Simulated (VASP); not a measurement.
# Sb (P4/mmm) in VASP: further runs, part 2 of 2

VASP 6.6.1. Earlier steps stand in the parts before.

### Step 3. Relaxation of cell and atoms, PBE

This run uses another cell than the first one, of 37.58 Å³/atom, 1.017 times its volume.

The input, INCAR:

```
SYSTEM = Sb
ALGO = Normal
EDIFF = 1E-7
EDIFFG = -0.01
ENCUT = 600
GGA = PE
IBRION = 2
ISIF = 3
ISMEAR = 0
LASPH = .True.
LCHARG = .False.
LREAL = .False.
LWAVE = .False.
NELM = 100
NSW = 100
PREC = Accurate
SIGMA = 0.1
```

The input, KPOINTS:

```
k-points
0
Gamma
  8 8 16
  0 0 0
```

The input, POSCAR:

```
Sb
1.0
    6.1688206060      0.0000000000      0.0000000000
    0.0000000000      6.1688206060      0.0000000000
    0.0000000000      0.0000000000      2.9623090636
Sb
3
Direct
    0.0000000000      0.0000000000      0.0000000000
    0.0000000000      0.5000000000      0.0000000000
    0.5000000000      0.0000000000      0.0000000000
```

Potentials or basis: VASP PAW PBE potentials, release 64 (Sb).

Run with:

```bash
$ cat potpaw_PBE.64/Sb/POTCAR > POTCAR
$ mpirun -np 1 vasp_std > vasp.out
```

OUTCAR:

```text
SYSTEM = Sb
   EDIFF = 1E-7
   EDIFFG = -0.01
   ENCUT = 600
   GGA = PE
   IBRION = 2
   ISIF = 3
   ISMEAR = 0
   LASPH = .True.
   LREAL = .False.
   NELM = 100
   NSW = 100
   PREC = Accurate

 ion  position               nearest neighbor table
   1  0.000  0.000  0.000-   2 3.08   3 3.08   2 3.08   3 3.08
   2  0.000  0.500  0.000-   1 3.08   1 3.08
   3  0.500  0.000  0.000-   1 3.08   1 3.08

  LATTYP: Found a simple tetragonal cell.
 ALAT       =     6.1688206060
 C/A-ratio  =     0.4802067126

  Lattice vectors:

 A1 = (   6.1688206060,   0.0000000000,   0.0000000000)
 A2 = (   0.0000000000,   6.1688206060,   0.0000000000)
 A3 = (   0.0000000000,   0.0000000000,   2.9623090636)

Analysis of symmetry for initial positions (statically):
[... 337 lines left out ...]
 val. band max:        4.6816102725   @ k =   0.3750   0.2500   0.1875
 cond. band min:       4.6990674581   @ k =   0.5000   0.5000   0.0625
 fundamental gap:      0.0174571857
 Fermi energy:         4.6834377848

 k-point     1 :       0.0000    0.0000    0.0000
  band No.  band energies     occupation
      1      -7.3259      2.00000
      2      -5.1169      2.00000
      3      -3.5578      2.00000
      4      -0.3100      2.00000
      5      -0.3100      2.00000
      6       3.6410      2.00000
      7       3.6410      2.00000
      8       8.0668      0.00000
      9       8.1614      0.00000
     10       9.2369      0.00000
     11       9.2369      0.00000
[... 309 lines left out ...]
 k-point    24 :       0.5000    0.1250    0.0625
  band No.  band energies     occupation
      1      -6.8139      2.00000
      2      -5.6137      2.00000
      3      -4.3427      2.00000
      4       0.2550      2.00000
      5       2.3942      2.00000
      6       3.2331      2.00000
      7       3.8902      2.00000
      8       4.4166      1.99984
      9       8.4605      0.00000
     10       9.0686      0.00000
     11      10.0486      0.00000

 [... further k-points ...]
[... 5 lines left out ...]
  --------------------------------------------------------------------------------------
  -------------------------------------------------------------------------------------
  Total        0.0076334      0.0076334     -0.0035966      0.0000000     -0.0000000      0.0000000
  in kB        0.1104296      0.1104296     -0.0520308      0.0000000     -0.0000000      0.0000000
  external PRESSURE =       0.0562761 kB  Pullay stress =       0.0000000 kB
[... 18 lines left out ...]
  FREE ENERGIE OF THE ION-ELECTRON SYSTEM (eV)
  ---------------------------------------------------
  free  energy   TOTEN  =       -11.3283537419 eV

  energy  without entropy=      -11.3171991339  energy(sigma->0) =      -11.32277644

 reached required accuracy - stopping structural energy minimisation
```

OSZICAR:

```text
N       E                     dE             d eps       ncg     rms          rms(c)
DAV:   1     0.675006840618E+02    0.67501E+02   -0.50788E+03  2970   0.111E+03
[... 41 lines left out ...]
       N       E                     dE             d eps       ncg     rms          rms(c)
DAV:   1    -0.113285162051E+02   -0.26721E-03   -0.39355E-03  3054   0.348E-01    0.544E-02
DAV:   2    -0.113284107615E+02    0.10544E-03   -0.11915E-04  3162   0.743E-02    0.309E-02
DAV:   3    -0.113283551859E+02    0.55576E-04   -0.93570E-05  3108   0.496E-02    0.737E-03
DAV:   4    -0.113283540282E+02    0.11578E-05   -0.17262E-06  3383   0.932E-03    0.645E-03
DAV:   5    -0.113283536766E+02    0.35159E-06   -0.58238E-07  3153   0.476E-03    0.679E-04
DAV:   6    -0.113283537419E+02   -0.65332E-07   -0.30027E-08  1785   0.128E-03
   5 F= -.11328354E+02 E0= -.11322776E+02  d E =-.543520E-03
```

Run time: 4.5 min. Hardware: 1 thread of AMD EPYC 9R45 (Zen 5), shared host; peak memory 0.34 GiB.

Results:

* Free energy: -11.3284 eV
* Relaxed volume: 36.92 Å³/atom
* Relaxed cell: a = 6.093 Å, b = 6.093 Å, c = 2.984 Å, α = 90.00°, β = 90.00°, γ = 90.00°
* Space group after relaxing (to 0.05 Å): P4/mmm (No. 123)
* Energy gained by relaxing: 4.0 meV/atom
* Ionic steps: 5
* Pressure after relaxing: 0.0 GPa

Step by step:
```tsv
step	energy change (eV)	largest force (eV/Å)	pressure (GPa)	volume (Å³)
1	0.0000	0.0000	-0.39	112.73
2	-0.0112	0.0000	-0.21	111.22
3	-0.0115	0.0000	-0.24	111.42
4	-0.0119	0.0000	0.11	110.46
5	-0.0120	0.0000	0.01	110.75
```

Final structure:
```
Sb
1.0
     6.09258    0.00000    0.00000
     0.00000    6.09258    0.00000
     0.00000    0.00000    2.98361
Sb
3
Direct
  0.00000 0.00000 0.00000
  0.00000 0.50000 0.00000
  0.50000 0.00000 0.00000
```

Caveat: spin-orbit coupling is left out, which moves the levels of the heavy elements.

### Step 4. Single point, PBE

This run uses another cell than the first one, of 37.58 Å³/atom, 1.017 times its volume.

The input, INCAR:

```
PREC = Accurate ; ENCUT = 520
EDIFF = 1E-6 ; ISMEAR = 0
SIGMA = 0.1 ; LREAL = False
LASPH = True ; NELM = 100
ALGO = Normal ; ISIF = 2
LWAVE = False ; LCHARG = False
GGA = PE ; NBANDS = 14
```

The input, KPOINTS:

```
regular mesh
0
Gamma
  4 4 6
```

POSCAR is that of step 3.

Run with:

```bash
$ cat potpaw_PBE.64/Sb/POTCAR > POTCAR
$ mpirun -np 1 vasp_std > vasp.out
```

It took 19 s on 1 thread of AMD EPYC 9R45 (Zen 5), shared host; peak memory 0.19 GiB.

Results (log left out):

| Property | Result |
| --- | --- |
| Free energy | -11.3825 eV |
| Pressure | 0.0 GPa |

Stress tensor (GPa, compression positive):
```
 0.07  0.00  0.00
 0.00  0.07  0.00
 0.00  0.00 -0.02
```

Levels at points of the mesh, in eV from the Fermi level:
```csv
k point,band 3,band 4,band 5,band 6,band 7,band 8,band 9,band 10,band 11,band 12
"(0.00, 0.00, 0.00)",-8.26,-4.78,-4.78,-0.99,-0.99,3.47,3.51,4.37,4.37,5.20
"(0.50, 0.00, 0.00)",-8.84,-4.63,-2.05,-1.61,-0.82,-0.39,4.32,5.57,5.65,5.99
"(0.50, 0.50, 0.00)",-10.18,-2.79,-1.16,-1.03,-1.03,-0.45,-0.05,5.64,5.64,6.20
"(0.00, 0.00, 0.50)",-5.10,-4.78,-3.33,-2.36,-2.32,-2.32,1.61,1.61,3.23,3.23
"(0.50, 0.00, 0.50)",-5.50,-4.76,-3.68,-2.71,-2.20,0.73,1.09,1.90,2.29,3.48
"(0.50, 0.50, 0.50)",-7.03,-4.18,-3.66,-3.66,0.04,1.27,1.71,1.71,2.47,2.55
```

Caveat: spin-orbit coupling is left out, which moves the levels of the heavy elements.

### Step 5. The runs side by side

| task | cell | k mesh | cutoff (eV) | gap on the mesh (eV) | pressure (GPa) |
| --- | --- | --- | --- | --- | --- |
| single point | a = 6.094, b = 6.094, c = 2.983 Å, 3 atoms | 8 × 8 × 16 | 520 | none | 0.0 |
| relaxation of cell and atoms | relaxed from a = 6.169, b = 6.169, c = 2.962 Å, 3 atoms | 8 × 8 × 16 | 600 | none | 0.0 |
| single point | a = 6.169, b = 6.169, c = 2.962 Å, 3 atoms | 4 × 4 × 6 | 520 | none | 0.0 |

Alike in all rows: level PBE; potentials or basis VASP PAW PBE potentials, release 64 (Sb); no spin polarisation; smearing gaussian 0.1 eV.

Caveats: spin-orbit coupling is left out, which moves the levels of the heavy elements.

Absolute energies hang on the potentials; compare differences alone.
